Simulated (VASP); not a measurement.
K2SiB2:

```
K Si B
1.0
     1.52003   -9.54362    0.00000
     1.52003    9.54362    0.00000
     0.00000    0.00000    4.28951
K Si B
2 1 2
Direct
  0.36766 0.63234 0.50000
  0.63234 0.36766 0.50000
  0.00000 0.00000 0.00000
  0.24890 0.75110 0.00000
  0.75110 0.24890 0.00000
```

The cell was built from a structure type or drawn by symmetry, and may not be a known phase.

```yaml
Program: VASP 6.6.1
Task: relaxation of cell and atoms
Functional: PBE
Potentials_or_basis: VASP PAW PBE potentials, release 64 (K_sv, Si, B)
Cutoff: 600 eV
k_mesh: 6 × 6 × 4
Occupations: gaussian, width 0.1 eV
Spin: no spin polarisation
```

At the start: pressure 0.7 GPa; volume 24.89 Å³/atom.

Problem. Where does the relaxation end?

Solution. Over 5 steps the energy falls by 8.7 meV/atom and the volume is 24.45 Å³/atom (-1.8 %); space group Cmmm (No. 65, to 0.1 Å) before and after.

Step by step:
| step | energy change (eV) | largest force (eV/Å) | pressure (GPa) | volume (Å³) |
| --- | --- | --- | --- | --- |
| 1 | 0.0000 | 0.0879 | 0.68 | 124.45 |
| 2 | -0.0257 | 0.0319 | -1.20 | 126.29 |
| 3 | -0.0359 | 0.0432 | -0.58 | 125.65 |
| 4 | -0.0409 | 0.0339 | -0.35 | 124.23 |
| 5 | -0.0436 | 0.0217 | 0.00 | 122.25 |

Final structure:
```yaml
crystal:
  lattice:
    - [1.54687, -9.38917, 0.00000]
    - [1.54687, 9.38917, 0.00000]
    - [0.00000, 0.00000, 4.20849]
  atoms:
    - { symbol: K, position: [0.36724, 0.63276, 0.50000] }
    - { symbol: K, position: [0.63276, 0.36724, 0.50000] }
    - { symbol: Si, position: [0.00000, 0.00000, 0.00000] }
    - { symbol: B, position: [0.24853, 0.75147, 0.00000] }
    - { symbol: B, position: [0.75147, 0.24853, 0.00000] }
```

Caveat: the k points lie up to 0.37 Å⁻¹ apart in the final cell, too coarse for converged energies and pressures of a metal.
